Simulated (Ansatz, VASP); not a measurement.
# Two plane-wave programs on SiNi

The input INCAR:

```
ALGO     = Normal         # electronic algorithm
EDIFF    = 1E-6           # SCF threshold, eV
EDIFFG   = -0.005         # ionic threshold
ENCUT    = 600            # plane-wave cutoff, eV
GGA      = PE             # functional
IBRION   = 2              # ionic algorithm
ISIF     = 3              # what is computed and relaxed
ISMEAR   = -1             # smearing method
LASPH    = T              # aspherical terms in the spheres
LCHARG   = F              # write CHGCAR
LREAL    = F              # projectors in reciprocal space
LWAVE    = F              # write WAVECAR
NELM     = 60             # most SCF steps
NSW      = 60             # ionic steps
PREC     = Accurate       # precision mode
SIGMA    = 0.1            # smearing width, eV
```

The input KPOINTS:

```
k-points
0
Gamma
  11 11 6
```

POSCAR

```
SiNi
1.0
    3.3113362000      0.0000000000      0.0000000000
   -1.6556681000      2.8677012697      0.0000000000
    0.0000000000      0.0000000000      5.1325711100
Ni Si
2 2
Direct
    0.0000000000      0.0000000000      0.0000000000
    0.0000000000      0.0000000000      0.5000000000
    0.3333333333      0.6666666667      0.2500000000
    0.6666666667      0.3333333333      0.7500000000
```

Input for Ansatz:

```yaml
crystal:
  lattice:
    - [3.3113362, 0.0, 0.0]
    - [-1.6556681, 2.8677012697, 0.0]
    - [0.0, 0.0, 5.13257111]
  atoms:
    - { symbol: Ni, position: [0.0, 0.0, 0.0] }
    - { symbol: Ni, position: [0.0, 0.0, 0.5] }
    - { symbol: Si, position: [0.3333333333, 0.6666666667, 0.25] }
    - { symbol: Si, position: [0.6666666667, 0.3333333333, 0.75] }
kpoints:
  mp_grid: { grid: [11, 11, 6] }
scf:
  occupations: { method: fermi_dirac, width: 0.1 }
hamiltonian:
  xc: pbe
  pseudopotentials: { kind: paw }
output:
  forces: true
  stress: true
relax:
  f_tol: 0.005
  max_steps: 40
  cell: {}
```

Alike in both runs: task relaxation of cell and atoms; functional PBE; k mesh 11 × 11 × 6; occupations fermi-dirac, width 0.1 eV; no spin polarisation.

|  | VASP | Ansatz |
| --- | --- | --- |
| version | VASP 6.6.1 | Ansatz 0.2.0 |
| potentials or method | VASP PAW PBE potentials, release 64 (Ni, Si) | PAW with Ansatz's default frozen-core files, scalar-relativistic |
| plane-wave cutoff (eV) | 600 | 420 |
| valence electrons in the cell | 28 | 44 |

|  | VASP | Ansatz | Ansatz less VASP |
| --- | --- | --- | --- |
| relaxed volume (Å³/atom) | 12.86 | 12.87 | +0.005 |
| relaxed cell length with the largest relative difference (Å) | 4.828 | 4.823 | -0.0048 |

VASP's potentials hold 28 valence electrons a cell and Ansatz's 44, so a difference there can come from the potentials and not from the codes.
